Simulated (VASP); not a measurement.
# AlP (F-43m) in VASP: notebook, part 4 of 4

VASP 6.6.1. Earlier steps stand in the parts before.

**6. Relaxation of cell and atoms, LDA, target pressure 15 GPa, at which the enthalpy is minimised**

INCAR

```
SYSTEM = AlP
  PREC = Accurate
  ENCUT = 500
  EDIFF = 1E-7
  ISMEAR = 0
  SIGMA = 0.01
  LREAL = .FALSE.
  LASPH = .TRUE.
  NELM = 120
  ALGO = Normal
  ISIF = 3
  LWAVE = .FALSE.
  LCHARG = .FALSE.
  IBRION = 2
  NSW = 100
  EDIFFG = -0.002
  PSTRESS = 150.0
  GGA_COMPAT = .FALSE.
  NELMIN = 4
```

KPOINTS

```
Automatic mesh
0
G
  8 8 8
  0 0 0
```

POSCAR

```
AlP
1.0
    0.0000000000      2.7169254661      2.7169254661
    2.7169254661      0.0000000000      2.7169254661
    2.7169254661      2.7169254661      0.0000000000
Al P
1 1
Direct
    0.0000000000      0.0000000000      0.0000000000
    0.7500000000      0.7500000000      0.7500000000
```

Potentials or basis: VASP PAW LDA potentials, release 64 (Al, P).

Command:

```sh
$ cat potpaw_LDA.64/Al/POTCAR potpaw_LDA.64/P/POTCAR > POTCAR
$ mpirun -np 1 vasp_std > vasp.out
```

OUTCAR:

```text
SYSTEM = AlP
   PREC = Accurate
   ENCUT = 500
   EDIFF = 1E-7
   ISMEAR = 0
   LREAL = .FALSE.
   LASPH = .TRUE.
   NELM = 120
   ISIF = 3
   IBRION = 2
   NSW = 100
   EDIFFG = -0.002
   PSTRESS = 150.0
   NELMIN = 4

 ion  position               nearest neighbor table
   1  0.000  0.000  0.000-   2 2.35   2 2.35   2 2.35   2 2.35
   2  0.750  0.750  0.750-   1 2.35   1 2.35   1 2.35   1 2.35

  LATTYP: Found a face centered cubic cell.
 ALAT       =     5.4338509322

  Lattice vectors:

 A1 = (   0.0000000000,   2.7169254661,   2.7169254661)
 A2 = (   2.7169254661,   0.0000000000,   2.7169254661)
 A3 = (   2.7169254661,   2.7169254661,   0.0000000000)

Analysis of symmetry for initial positions (statically):
=====================================================================
 Subroutine PRICEL returns:
 Original cell was already a primitive cell.

 Routine SETGRP: Setting up the symmetry group for a
 face centered cubic supercell.

 Subroutine GETGRP returns: Found 24 space group operations
 (whereof 24 operations were pure point group operations)
 out of a pool of 48 trial point group operations.

The static configuration has the point symmetry T_d .

Analysis of symmetry for dynamics (positions and initial velocities):
=====================================================================
 Subroutine PRICEL returns:
 Original cell was already a primitive cell.

 Routine SETGRP: Setting up the symmetry group for a
 face centered cubic supercell.

 Subroutine GETGRP returns: Found 24 space group operations
 (whereof 24 operations were pure point group operations)
 out of a pool of 48 trial point group operations.

The dynamic configuration has the point symmetry T_d .

 Subroutine INISYM returns: Found 24 space group operations
 (whereof 24 operations are pure point group operations),
 and found     1 'primitive' translations

[... 116 lines left out ...]
  Fermi-wavevector in a.u.,A,eV,Ry     =   0.956497  1.807518 12.447796  0.914887
  Thomas-Fermi vector in A             =   2.085431
   LORBIT       =      0    0 simple, 1 ext, 2 COOP (PROOUT), +10 PAW based schemes
   GGA     = CA    functional components
   LHFCALC =     F    Hartree Fock is set to
   AEXX    =    0.0000 exact exchange contribution
   IVDW    =     0    specifies the selected vdW correction
   LEPSILON=     F    determine dielectric tensor
   LRPA    =     F    only Hartree local field effects (RPA)
 conjugate gradient relaxation of ions
 non-spin polarized calculation
 Gauss-broadening in eV      SIGMA  =   0.01
  energy-cutoff  :      500.00
  volume of cell :       40.11
 maximum number of plane-waves:      1036
   NGX = 13   NGY = 13   NGZ = 13

--------------------------------------- Ionic step        1  -------------------------------------------

 number of electron       8.0000000 magnetization

 Free energy of the ion-electron system (eV)
  ---------------------------------------------------
  ext. energy  EPLUGINS =         0.00000000
  ---------------------------------------------------
  free energy    TOTEN  =       -11.41224737 eV

  energy without entropy =      -11.41224737  energy(sigma->0) =      -11.41224737

------------------------ aborting loop because EDIFF is reached ----------------------------------------

  FORCE on cell =-STRESS in cart. coord.  units (eV):
  Direction    XX          YY          ZZ          XY          YZ          ZX
  --------------------------------------------------------------------------------------
  -------------------------------------------------------------------------------------
  Total        0.0131988      0.0131988      0.0131988     -0.0000000      0.0000000      0.0000000
  in kB        0.5272080      0.5272080      0.5272080     -0.0000000      0.0000000      0.0000000
  external PRESSURE =    -149.4727920 kB  Pullay stress =     150.0000000 kB
[... 139 lines left out ...]
--------------------------------------- Ionic step        5  -------------------------------------------

 number of electron       8.0000001 magnetization

 E-fermi :   5.9187     XC(G=0): -10.0035

 val. band max:        5.8661957073   @ k =   0.0000   0.0000   0.0000
 cond. band min:       6.9955959424   @ k =   0.5000   0.5000   0.0000
 fundamental gap:      1.1294002351
 Fermi energy:         5.9187479583

 k-point     1 :       0.0000    0.0000    0.0000
  band No.  band energies     occupation
      1      -6.5249      2.00000
      2       5.8662      2.00000
      3       5.8662      2.00000
      4       5.8662      2.00000
      5      10.2470      0.00000
      6      10.5296      0.00000
      7      10.5296      0.00000
      8      10.5296      0.00000
[... 328 lines left out ...]
--------------------------------------- Ionic step        7  -------------------------------------------

 number of electron       8.0000001 magnetization

 Free energy of the ion-electron system (eV)
  ---------------------------------------------------
  ext. energy  EPLUGINS =         0.00000000
  ---------------------------------------------------
  free energy    TOTEN  =       -11.20950355 eV

  energy without entropy =      -11.20950355  energy(sigma->0) =      -11.20950355

 E-fermi :   5.8967     XC(G=0):  -9.9957

 val. band max:        5.8455392386   @ k =   0.0000   0.0000   0.0000
 cond. band min:       6.9797518180   @ k =   0.5000   0.5000   0.0000
 fundamental gap:      1.1342125794
 Fermi energy:         5.8966535642

 k-point     1 :       0.0000    0.0000    0.0000
  band No.  band energies     occupation
      1      -6.5326      2.00000
      2       5.8455      2.00000
      3       5.8455      2.00000
      4       5.8455      2.00000
      5      10.2086      0.00000
      6      10.5065      0.00000
      7      10.5065      0.00000
      8      10.5065      0.00000
[... 286 lines left out ...]
  energy  without entropy=      -11.2095035522  energy(sigma->0) =      -11.20950355

  enthalpy is  TOTEN    =        -7.9036351838 eV   P V=        3.3058683684

 reached required accuracy - stopping structural energy minimisation
```

OSZICAR:

```text
N       E                     dE             d eps       ncg     rms          rms(c)
DAV:   1     0.983971902578E+01    0.98397E+01   -0.32695E+03   480   0.752E+02
DAV:   2    -0.112920893752E+02   -0.21132E+02   -0.20377E+02   600   0.891E+01
DAV:   3    -0.118469153463E+02   -0.55483E+00   -0.55483E+00   568   0.188E+01
[... 58 lines left out ...]
DAV:   2    -0.112095143343E+02    0.46094E-04   -0.10938E-04   520   0.608E-02    0.248E-02
DAV:   3    -0.112095043769E+02    0.99574E-05   -0.35733E-05   560   0.315E-02    0.653E-03
DAV:   4    -0.112095038337E+02    0.54322E-06   -0.73623E-07   552   0.660E-03    0.560E-03
DAV:   5    -0.112095035576E+02    0.27603E-06   -0.25257E-07   512   0.285E-03    0.203E-03
DAV:   6    -0.112095035522E+02    0.54472E-08   -0.89630E-09   240   0.793E-04
   7 F= -.79036352E+01 E0= -.79036352E+01  d E =-.626800E-04
```

CONTCAR:

```text
AlP
   1.00000000000000
    -0.0000000000000000    2.6039039569782125    2.6039039569782125
     2.6039039569782125   -0.0000000000000000    2.6039039569782125
     2.6039039569782125    2.6039039569782125    0.0000000000000000
  Al              P
     1     1
Direct
     0.0000000000000000    0.0000000000000000    0.0000000000000000
     0.7500000000000000    0.7500000000000000    0.7500000000000000

  0.00000000E+00  0.00000000E+00  0.00000000E+00
  0.00000000E+00  0.00000000E+00  0.00000000E+00
```

Wall time 45 s (1 thread of Intel Xeon 8259CL, shared host); peak memory 0.14 GiB.

What came out:

* Free energy: -11.2095 eV
* Relaxed volume: 17.66 Å³/atom
* Relaxed cell: a = 3.682 Å, b = 3.682 Å, c = 3.682 Å, α = 60.00°, β = 60.00°, γ = 60.00°
* Space group after relaxing (to 0.1 Å): F-43m (No. 216)
* Energy change on relaxing (the run minimises the enthalpy): +101.4 meV/atom
* Ionic steps: 7
* Pressure after relaxing: 15.0 GPa
* Band gap on the k mesh: 1.13 eV (least direct gap 3.56 eV)

The path:
```
step  energy change (eV)  largest force (eV/Å)  pressure (GPa)  volume (Å³)
   1              0.0000                0.0000            0.05        40.11
   2              1.1111                0.0000           45.36        30.20
   3              0.1877                0.0000           14.32        35.47
   4              0.2007                0.0000           14.91        35.33
   5              0.2093                0.0000           15.29        35.24
   6              0.1957                0.0000           14.68        35.39
   7              0.2027                0.0000           15.00        35.31
```

Final structure:
```yaml
crystal:
  lattice:
    - [0.00000, 2.60390, 2.60390]
    - [2.60390, 0.00000, 2.60390]
    - [2.60390, 2.60390, 0.00000]
  atoms:
    - { symbol: Al, position: [0.00000, 0.00000, 0.00000] }
    - { symbol: P, position: [0.75000, 0.75000, 0.75000] }
```

Levels at points of the mesh, in eV from the valence-band top:
```csv
k point,band 1,band 2,band 3,band 4,band 5,band 6,band 7,band 8
"(0.00, 0.00, 0.00)",-12.38,0.00,0.00,0.00,4.36,4.66,4.66,4.66
"(0.50, 0.00, 0.00)",-10.31,-6.26,-0.85,-0.85,3.21,4.74,4.74,8.44
"(0.50, 0.50, 0.00)",-9.48,-5.87,-2.42,-2.42,1.13,2.26,12.08,12.08
```

Caveat: the cell is relaxed towards a set pressure, so the run minimises the enthalpy, not the energy. A k mesh can miss the band edges.

**7. Overview**

| cell | gap on the mesh (eV) | pressure (GPa) |
| --- | --- | --- |
| relaxed to 2 GPa | 1.37 | 2.0 |
| relaxed to 4 GPa | 1.33 | 4.0 |
| relaxed to 7 GPa | 1.27 | 7.0 |
| relaxed to 10 GPa | 1.22 | 10.0 |
| relaxed to 15 GPa | 1.13 | 15.0 |

Alike in all rows: task relaxation of cell and atoms; level LDA; potentials or basis VASP PAW LDA potentials, release 64 (Al, P); no spin polarisation; k mesh 8 × 8 × 8; cutoff (eV) 500; smearing gaussian 0.01 eV.

Caveats: the cell is relaxed towards a set pressure, so the run minimises the enthalpy, not the energy.

Total energies depend on the potentials used, so only differences within one code and one set of settings carry meaning.
